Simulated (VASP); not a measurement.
A run of VASP 6.6.1 is set up as follows.

File INCAR:

```
PREC = Accurate
ENCUT = 600
EDIFF = 1E-7
ISMEAR = 0
SIGMA = 0.15
LREAL = False
LASPH = True
NELM = 200
ALGO = Normal
ISIF = 3
LWAVE = False
LCHARG = False
ISPIN = 2
MAGMOM = 0 0 0 0 4 4 1 1 0 0 0 0 0 0 0 0 0 0 0 0
LORBIT = 11
LMAXMIX = 6
GGA = PE
IBRION = 2
NSW = 36
EDIFFG = -0.08
GGA_COMPAT = False
NELMIN = 4
KPAR = 2
NCORE = 2
```

The input KPOINTS:

```
Automatic mesh
0
Gamma
  2 2 2
```

The input POSCAR:

```
NaLaMnMoO6
1.0
    5.6000000000      0.0000000000      0.0000000000
    0.0000000000      5.6500000000      0.0000000000
   -0.0141371600      0.0000000000      8.0999876600
Na La Mn Mo O
2 2 2 2 12
Direct
    0.2400000000      0.4600000000      0.5000000000
    0.7600000000      0.9600000000      0.5000000000
    0.7400000000      0.0400000000      0.0000000000
    0.2600000000      0.5400000000      0.0000000000
    0.7500000000      0.5000000000      0.2500000000
    0.2500000000      0.0000000000      0.7500000000
    0.2500000000      0.0000000000      0.2600000000
    0.7500000000      0.5000000000      0.7400000000
    0.3300000000      0.0200000000      0.4870000000
    0.9650000000      0.1950000000      0.2950000000
    0.0550000000      0.7150000000      0.3000000000
    0.5350000000      0.8050000000      0.2050000000
    0.4450000000      0.2850000000      0.2000000000
    0.1700000000      0.9800000000      0.0130000000
    0.6700000000      0.5200000000      0.5130000000
    0.0350000000      0.6950000000      0.7050000000
    0.9450000000      0.2150000000      0.7000000000
    0.4650000000      0.3050000000      0.7950000000
    0.5550000000      0.7850000000      0.8000000000
    0.8300000000      0.4800000000      0.9870000000
```

Potentials or basis: VASP PAW PBE potentials, release 64 (Na_pv, La, Mn_pv, Mo_sv, O).

The run is started by

```sh
$ cat potpaw_PBE.64/Na_pv/POTCAR potpaw_PBE.64/La/POTCAR potpaw_PBE.64/Mn_pv/POTCAR potpaw_PBE.64/Mo_sv/POTCAR potpaw_PBE.64/O/POTCAR > POTCAR
$ mpirun -np 4 vasp_std > vasp.out
```

(1) What does it give for the net moment?

(2) Predict the relaxed cell.

(3) Estimate the space group after relaxing (to 0.1 Å).

Answers

(1) 0.25 μB per cell.

(2) a = 5.450 Å, b = 5.463 Å, c = 7.762 Å, α = 90.00°, β = 89.76°, γ = 90.00°.

(3) P2_1 (No. 4).

Caveat: the k points lie up to 0.58 Å⁻¹ apart in the final cell.
